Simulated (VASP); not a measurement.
Crystal: Ni.

```
Ni
1.0
     2.44802    0.00000    0.00000
    -1.22401    2.12005    0.00000
     0.00000    0.00000    4.07281
Ni
2
Direct
  0.66667 0.33333 0.75000
  0.33333 0.66667 0.25000
```

This isn't the form of Ni at room conditions, which is fcc.

| Item | Value |
| --- | --- |
| Program | VASP 6.6.1 |
| Task | relaxation of cell and atoms |
| Functional | PBE |
| Potentials or basis | VASP PAW PBE potentials, release 64 (Ni) |
| Cutoff | 600 eV |
| k mesh | 12 × 12 × 7 |
| Occupations | fermi-dirac, width 0.05 eV |
| Spin | collinear spin, ferromagnetic start |
| Starting moments | [1.0, 1.0] μB |

At the start: pressure 7.0 GPa; volume 10.57 Å³/atom.

Q: Where does the relaxation end?

A: Over 6 steps the energy falls by 8.8 meV/atom and the volume is 10.93 Å³/atom (+3.4 %); space group P6_3/mmc (No. 194, to 0.1 Å) before and after; moment 1.30 μB per cell.

The path:
| step | energy change (eV) | largest force (eV/Å) | pressure (GPa) | volume (Å³) |
| --- | --- | --- | --- | --- |
| 1 | 0.0000 | 0.0000 | 6.96 | 21.14 |
| 2 | -0.0040 | 0.0000 | -5.78 | 22.57 |
| 3 | -0.0167 | 0.0000 | -0.24 | 21.88 |
| 4 | -0.0175 | 0.0000 | -0.09 | 21.86 |
| 5 | -0.0175 | 0.0000 | 0.07 | 21.84 |
| 6 | -0.0176 | 0.0000 | 0.06 | 21.85 |

Final structure:
```xyz
2
Lattice="2.4884 0.0000 0.0000 -1.2442 2.1550 0.0000 0.0000 0.0000 4.0747" Properties=species:S:1:pos:R:3 pbc="T T T"
Ni    1.2442    0.7183    3.0561
Ni    0.0000    1.4367    1.0187
```
